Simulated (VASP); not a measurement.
A run of VASP 6.6.1:

File POSCAR:

```
Ta2N
1.0
    3.1128615060      0.0000000000      0.0000000000
   -1.5564307530      2.6958171426      0.0000000000
    0.0000000000      0.0000000000      4.8698410000
Ta N
2 1
Direct
    0.3333333333      0.6666666667      0.2547110000
    0.6666666667      0.3333333333      0.7452890000
    0.0000000000      0.0000000000      0.0000000000
```

File INCAR.step1:

```
SYSTEM = Ta2N
PREC = Accurate
ENCUT = 600
ISMEAR = -1
SIGMA = 0.05
LREAL = .FALSE.
LASPH = .TRUE.
NELM = 80
GGA = PE
ALGO = Normal
EDIFF = 1E-4
LWAVE = .TRUE.
LCHARG = .FALSE.
```

File INCAR.step2:

```
SYSTEM = Ta2N
PREC = Accurate
ENCUT = 600
EDIFF = 1E-6
ISMEAR = -1
SIGMA = 0.05
LREAL = .FALSE.
LASPH = .TRUE.
NELM = 80
ALGO = Normal
ISIF = 3
LWAVE = .FALSE.
LCHARG = .FALSE.
METAGGA = R2SCAN
LMIXTAU = .TRUE.
IBRION = 2
NSW = 60
EDIFFG = -0.01
ISTART = 1
```

Contents of KPOINTS:

```
regular mesh
0
G
  10 10 6
  0 0 0
```

Potentials or basis: VASP PAW PBE potentials, release 64 (Ta_pv, N).

The run is started by

```sh
$ cat potpaw_PBE.64/Ta_pv/POTCAR potpaw_PBE.64/N/POTCAR > POTCAR
$ cp INCAR.step1 INCAR
$ mpirun -np 1 vasp_std > vasp.out
$ cp INCAR.step2 INCAR
$ mpirun -np 1 vasp_std > vasp.out
```

Hardware: 1 thread of Intel(R) Xeon(R) 6975P-C (Granite Rapids), on a shared host.

Problem. How long does it take, and how much memory?

Solution. Run time: 12 min on 1 thread of Intel(R) Xeon(R) 6975P-C (Granite Rapids), with other jobs on the host, peak memory 0.23 GiB. Counts: k points 72, ion steps 9.
